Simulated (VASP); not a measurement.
Crystal: V.

```
V
1.0
    -1.51435    1.51435    1.51435
     1.51435   -1.51435    1.51435
     1.51435    1.51435   -1.51435
V
1
Direct
  0.00000 0.00000 0.00000
```

Base run:

| Property | Result |
| --- | --- |
| Program | VASP 6.6.1 |
| Functional | PBEsol |
| Potentials or basis | VASP PAW PBE potentials, release 64 (V_sv) |
| Cutoff | 520 eV |
| k mesh | 12 × 12 × 12 |
| Occupations | fermi-dirac, width 0.05 eV |
| Spin | collinear spin, ferromagnetic start |
| Starting moments | [2.0] μB |

Its results: pressure -11.9 GPa.

Question: The run is repeated on the same cell with these changes: k mesh from 12 × 12 × 12 to 10 × 10 × 10; fixed moment from none to 2 μB. What comes out?

Answer: Pressure 8.8 GPa; site moments V +1.68 μB.

Caveats: the PAW data sets were made with another functional, which shifts forces and pressure a little; the total moment is fixed, so each spin has its own Fermi level (some runs).
